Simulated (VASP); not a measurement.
# Te (Pm-3m) in VASP: a series of runs, part 2 of 2

VASP 6.6.1. The steps go on from the part before.

## Step 4: Single point, PBEsol

This run uses another cell than the first one, of 31.28 Å³/atom, 0.926 times its volume.

INCAR reads:

```
SYSTEM = Te
  ALGO = Normal
  EDIFF = 1E-6
  ENCUT = 520
  GGA = PS
  ISIF = 2
  ISMEAR = -1
  LASPH = .TRUE.
  LCHARG = .FALSE.
  LREAL = .FALSE.
  LWAVE = .FALSE.
  NBANDS = 9
  NELM = 100
  PREC = Accurate
  SIGMA = 0.1
```

KPOINTS reads:

```
k-points
0
G
  16 16 16
  0 0 0
```

POSCAR reads:

```
Te
1.0
    3.1508842372      0.0000000000      0.0000000000
    0.0000000000      3.1508842372      0.0000000000
    0.0000000000      0.0000000000      3.1508842372
Te
1
Direct
    0.0000000000      0.0000000000      0.0000000000
```

Potentials or basis: VASP PAW PBE potentials, release 64 (Te).

Command:

```bash
> cat potpaw_PBE.64/Te/POTCAR > POTCAR
> mpirun -np 1 vasp_std > vasp.out
```

OUTCAR:

```text
SYSTEM = Te
   EDIFF = 1E-6
   ENCUT = 520
   GGA = PS
   ISIF = 2
   ISMEAR = -1
   LASPH = .TRUE.
   LREAL = .FALSE.
   NELM = 100
   PREC = Accurate

 ion  position               nearest neighbor table
   1  0.000  0.000  0.000-

  LATTYP: Found a simple cubic cell.
 ALAT       =     3.1508842372

  Lattice vectors:

 A1 = (   3.1508842372,   0.0000000000,   0.0000000000)
 A2 = (   0.0000000000,   3.1508842372,   0.0000000000)
 A3 = (   0.0000000000,   0.0000000000,   3.1508842372)

Analysis of symmetry for initial positions (statically):
=====================================================================
 Subroutine PRICEL returns:
 Original cell was already a primitive cell.

 Routine SETGRP: Setting up the symmetry group for a
 simple cubic supercell.

 Subroutine GETGRP returns: Found 48 space group operations
 (whereof 48 operations were pure point group operations)
 out of a pool of 48 trial point group operations.

The static configuration has the point symmetry O_h .

Analysis of symmetry for dynamics (positions and initial velocities):
=====================================================================
 Subroutine PRICEL returns:
 Original cell was already a primitive cell.

 Routine SETGRP: Setting up the symmetry group for a
 simple cubic supercell.

 Subroutine GETGRP returns: Found 48 space group operations
 (whereof 48 operations were pure point group operations)
 out of a pool of 48 trial point group operations.

The dynamic configuration has the point symmetry O_h .

 Subroutine INISYM returns: Found 48 space group operations
 (whereof 48 operations are pure point group operations),
 and found     1 'primitive' translations

----------------------------------------------------------------------------------------

                                     Primitive cell

[... 103 lines left out ...]
   ISMEAR =    -1;   SIGMA  =   0.10  broadening in eV -4-tet -1-fermi 0-gaus
   EFERMI_NEDOS =   21; number of points for ismear=-14 and -15
   IALGO  =     38    algorithm
   IMIX   =      4    mixing-type and parameters
     AMIX     =   0.40;   BMIX     =  1.00
     AMIX_MAG =   1.60;   BMIX_MAG =  1.00
  volume/ion in A,a.u.               =      31.28       211.10
  Fermi-wavevector in a.u.,A,eV,Ry     =   0.944118  1.784124 12.127665  0.891358
  Thomas-Fermi vector in A             =   2.071891
   LORBIT       =      0    0 simple, 1 ext, 2 COOP (PROOUT), +10 PAW based schemes
   GGA     = PS    functional components
   LHFCALC =     F    Hartree Fock is set to
   AEXX    =    0.0000 exact exchange contribution
   IVDW    =     0    specifies the selected vdW correction
   LEPSILON=     F    determine dielectric tensor
   LRPA    =     F    only Hartree local field effects (RPA)
 non-spin polarized calculation
  energy-cutoff  :      520.00
  volume of cell :       31.28
 maximum number of plane-waves:       865
 NGX is ok and might be reduce to    24
   NGX = 11   NGY = 11   NGZ = 11

 number of electron       5.9999999 magnetization

 Free energy of the ion-electron system (eV)
  ---------------------------------------------------
  ext. energy  EPLUGINS =         0.00000000
  ---------------------------------------------------
  free energy    TOTEN  =        -3.51366384 eV

  energy without entropy =       -3.49501657  energy(sigma->0) =       -3.50434021

 E-fermi :   6.8499     XC(G=0):  -9.6201

 val. band max:        6.8277047555   @ k =   0.5000   0.4375   0.2500
 cond. band min:       6.9126981639   @ k =   0.5000   0.5000   0.2500
 fundamental gap:      0.0849934084
 Fermi energy:         6.8498974029

 k-point     1 :       0.0000    0.0000    0.0000
  band No.  band energies     occupation
      1      -7.0787      2.00000
      2       8.1251      0.00001
      3       8.1251      0.00001
      4       8.1251      0.00001
      5      12.8773      0.00000
      6      12.8773      0.00000
      7      13.3867      0.00000
      8      24.6710      0.00000
      9      24.6710      0.00000
[... 265 lines left out ...]
 k-point    24 :       0.5000    0.1250    0.0000
  band No.  band energies     occupation
      1      -5.0240      2.00000
      2       0.7464      2.00000
      3       7.9290      0.00004
      4       9.7777      0.00000
      5      14.1134      0.00000
      6      15.5186      0.00000
      7      17.5879      0.00000
      8      17.7341      0.00000
      9      17.9656      0.00000

 [... further k-points ...]
[... 5 lines left out ...]
  --------------------------------------------------------------------------------------
  -------------------------------------------------------------------------------------
  Total        0.0029473      0.0029473      0.0029473     -0.0000000     -0.0000000     -0.0000000
  in kB        0.1509494      0.1509494      0.1509494     -0.0000000     -0.0000000     -0.0000000
  external PRESSURE =       0.1509494 kB  Pullay stress =       0.0000000 kB

 VOLUME and BASIS-vectors are now :
 -----------------------------------------------------------------------------
  energy-cutoff  :      520.00
  volume of cell :       31.28
      direct lattice vectors                 reciprocal lattice vectors
     3.150884237  0.000000000  0.000000000     0.317371228  0.000000000  0.000000000
     0.000000000  3.150884237  0.000000000     0.000000000  0.317371228  0.000000000
     0.000000000  0.000000000  3.150884237     0.000000000  0.000000000  0.317371228

 POSITION                                       TOTAL-FORCE (eV/Angst)
 -----------------------------------------------------------------------------------
      0.00000      0.00000      0.00000         0.000000      0.000000      0.000000
 -----------------------------------------------------------------------------------
    total drift:                               -0.000000      0.000000      0.000000

  FREE ENERGIE OF THE ION-ELECTRON SYSTEM (eV)
  ---------------------------------------------------
  free  energy   TOTEN  =        -3.5136638437 eV

  energy  without entropy=       -3.4950165670  energy(sigma->0) =       -3.50434021
```

Run time: 10 s. Hardware: 1 thread of Intel Xeon Platinum 8488C (Sapphire Rapids), shared host; peak memory 0.17 GiB.

Results:

```yaml
Free_energy: -3.5137 eV
Pressure: 0.0 GPa
Band_gap_on_the_k_mesh: zero (band 3 reaches 9.61 eV, above the bottom of band 4 at 3.77 eV)
```

Caveat: the PAW data sets were made with another functional, which shifts forces and pressure a little; spin-orbit coupling is left out, which moves the levels of the heavy elements.

## Step 5: Relaxation of cell and atoms, PBEsol

This run uses another cell than the first one, of 31.14 Å³/atom, 0.922 times its volume.

INCAR reads:

```
PREC = Accurate ; ENCUT = 600
EDIFF = 1E-7 ; ISMEAR = -1
SIGMA = 0.1 ; LREAL = False
LASPH = True ; NELM = 60
ALGO = Normal ; ISIF = 3
LWAVE = False ; LCHARG = False
GGA = PS ; IBRION = 2
NSW = 80 ; EDIFFG = -0.01
```

KPOINTS reads:

```
Automatic mesh
0
Gamma
  10 10 10
```

POSCAR reads:

```
Te
1.0
    3.1462212359      0.0000000000      0.0000000000
    0.0000000000      3.1462212359      0.0000000000
    0.0000000000      0.0000000000      3.1462212359
Te
1
Direct
    0.0000000000      0.0000000000      0.0000000000
```

Potentials or basis: VASP PAW PBE potentials, release 64 (Te).

Command:

```bash
> cat potpaw_PBE.64/Te/POTCAR > POTCAR
> mpirun -np 1 vasp_std > vasp.out
```

OUTCAR:

```text
PREC = Accurate
   ENCUT = 600
   EDIFF = 1E-7
   ISMEAR = -1
   LREAL = False
   LASPH = True
   NELM = 60
   ISIF = 3
   GGA = PS
   IBRION = 2
   NSW = 80
   EDIFFG = -0.01

 ion  position               nearest neighbor table
   1  0.000  0.000  0.000-

  LATTYP: Found a simple cubic cell.
 ALAT       =     3.1462212359

  Lattice vectors:

 A1 = (   3.1462212359,   0.0000000000,   0.0000000000)
 A2 = (   0.0000000000,   3.1462212359,   0.0000000000)
 A3 = (   0.0000000000,   0.0000000000,   3.1462212359)

Analysis of symmetry for initial positions (statically):
=====================================================================
 Subroutine PRICEL returns:
 Original cell was already a primitive cell.

 Routine SETGRP: Setting up the symmetry group for a
 simple cubic supercell.

 Subroutine GETGRP returns: Found 48 space group operations
 (whereof 48 operations were pure point group operations)
 out of a pool of 48 trial point group operations.

The static configuration has the point symmetry O_h .

Analysis of symmetry for dynamics (positions and initial velocities):
=====================================================================
[... 164 lines left out ...]
  -------------------------------------------------------------------------------------
  Total        0.0583254      0.0583254      0.0583254     -0.0000000     -0.0000000      0.0000000
  in kB        3.0005468      3.0005468      3.0005468     -0.0000000     -0.0000000      0.0000000
  external PRESSURE =       3.0005468 kB  Pullay stress =       0.0000000 kB
[... 57 lines left out ...]
--------------------------------------- Ionic step        3  -------------------------------------------

 number of electron       6.0000000 magnetization

 Free energy of the ion-electron system (eV)
  ---------------------------------------------------
  ext. energy  EPLUGINS =         0.00000000
  ---------------------------------------------------
  free energy    TOTEN  =        -3.51692558 eV

  energy without entropy =       -3.49833079  energy(sigma->0) =       -3.50762819

 E-fermi :   6.9278     XC(G=0):  -9.6166

 val. band max:        6.8892153042   @ k =   0.1000   0.1000   0.0000
 cond. band min:       6.9587568192   @ k =   0.1000   0.1000   0.0000
 fundamental gap:      0.0695415150
 Fermi energy:         6.9277576373

 k-point     1 :       0.0000    0.0000    0.0000
  band No.  band energies     occupation
      1      -7.0817      2.00000
      2       8.1156      0.00001
      3       8.1156      0.00001
      4       8.1156      0.00001
      5      12.8690      0.00000
      6      12.8690      0.00000
      7      13.3759      0.00000
[... 221 lines left out ...]
 k-point    24 :       0.3000    0.1000    0.1000
  band No.  band energies     occupation
      1      -5.8120      2.00000
      2       2.8598      2.00000
      3       7.7851      0.00038
      4       7.9194      0.00010
      5      15.2591      0.00000
      6      15.4333      0.00000
      7      17.2560      0.00000

 [... further k-points ...]
[... 5 lines left out ...]
  --------------------------------------------------------------------------------------
  -------------------------------------------------------------------------------------
  Total        0.0004662      0.0004662      0.0004662     -0.0000000     -0.0000000      0.0000000
  in kB        0.0238602      0.0238602      0.0238602     -0.0000000     -0.0000000      0.0000000
  external PRESSURE =       0.0238602 kB  Pullay stress =       0.0000000 kB
[... 16 lines left out ...]
  FREE ENERGIE OF THE ION-ELECTRON SYSTEM (eV)
  ---------------------------------------------------
  free  energy   TOTEN  =        -3.5169255797 eV

  energy  without entropy=       -3.4983307925  energy(sigma->0) =       -3.50762819

 reached required accuracy - stopping structural energy minimisation
```

OSZICAR:

```text
N       E                     dE             d eps       ncg     rms          rms(c)
DAV:   1     0.133697792139E+02    0.13370E+02   -0.25924E+03   784   0.738E+02
DAV:   2    -0.314068865017E+01   -0.16510E+02   -0.15679E+02  1043   0.798E+01
DAV:   3    -0.351427242023E+01   -0.37358E+00   -0.37284E+00   945   0.138E+01
DAV:   4    -0.351629470348E+01   -0.20223E-02   -0.20222E-02  1169   0.125E+00
[... 17 lines left out ...]
DAV:   2    -0.351696787097E+01    0.91875E-04   -0.11288E-04   840   0.770E-02    0.318E-02
DAV:   3    -0.351692619240E+01    0.41679E-04   -0.10003E-04   833   0.516E-02    0.421E-02
DAV:   4    -0.351692600748E+01    0.18492E-06   -0.19553E-06  1134   0.107E-02    0.430E-02
DAV:   5    -0.351692566314E+01    0.34434E-06   -0.78388E-08   847   0.205E-03    0.112E-02
DAV:   6    -0.351692557973E+01    0.83413E-07   -0.15158E-08   539   0.914E-04
   3 F= -.35169256E+01 E0= -.35076282E+01  d E =-.149023E-03
```

CONTCAR:

```text
Te
   1.00000000000000
     3.1516065801602764   -0.0000000000000000    0.0000000000000000
    -0.0000000000000000    3.1516065801602764   -0.0000000000000000
    -0.0000000000000000   -0.0000000000000000    3.1516065801602764
  Te
     1
Direct
     0.0000000000000000    0.0000000000000000    0.0000000000000000

  0.00000000E+00  0.00000000E+00  0.00000000E+00
```

Run time: 14 s. Hardware: 1 thread of Intel Xeon Platinum 8488C (Sapphire Rapids), shared host; peak memory 0.17 GiB.

What came out:

```
Free energy                            : -3.5169 eV
Relaxed volume                         : 31.30 Å³/atom
Relaxed cell                           : a = 3.152 Å, b = 3.152 Å, c = 3.152 Å, α = 90.00°, β = 90.00°, γ = 90.00°
Space group after relaxing (to 0.05 Å) : Pm-3m (No. 221)
Energy gained by relaxing              : 0.1 meV/atom
Ionic steps                            : 3
Pressure after relaxing                : 0.0 GPa
Band gap on the k mesh                 : zero (band 3 reaches 9.59 eV, above the bottom of band 4 at 3.77 eV)
```

The path:
```
step  energy change (eV)  largest force (eV/Å)  pressure (GPa)  volume (Å³)
   1              0.0000                0.0000            0.30        31.14
   2             -0.0001                0.0000           -0.19        31.41
   3             -0.0001                0.0000            0.00        31.30
```

Final structure:
```xyz
1
Lattice="3.1516 0.0000 0.0000 0.0000 3.1516 0.0000 0.0000 0.0000 3.1516" Properties=species:S:1:pos:R:3 pbc="T T T"
Te    0.0000    0.0000    0.0000
```

Caveat: the PAW data sets were made with another functional, which shifts forces and pressure a little; spin-orbit coupling is left out, which moves the levels of the heavy elements.

## Step 6: The runs side by side

| task | cell | k mesh | cutoff (eV) | gap on the mesh (eV) | pressure (GPa) |
| --- | --- | --- | --- | --- | --- |
| single point | a = 3.233 Å, 1 atom | 11 × 11 × 11 | 520 | none | -3.7 |
| single point | a = 3.272 Å, 1 atom | 11 × 11 × 11 | 520 | none | -5.0 |
| single point | a = 3.151 Å, 1 atom | 16 × 16 × 16 | 520 | none | 0.0 |
| relaxation of cell and atoms | relaxed from a = 3.146 Å, 1 atom | 10 × 10 × 10 | 600 | none | 0.0 |

Alike in all rows: level PBEsol; potentials or basis VASP PAW PBE potentials, release 64 (Te); no spin polarisation; smearing fermi-dirac 0.1 eV.

Caveats: the PAW data sets were made with another functional, which shifts forces and pressure a little; spin-orbit coupling is left out, which moves the levels of the heavy elements.

Total energies depend on the potentials used, so only differences within one code and one set of settings carry meaning.
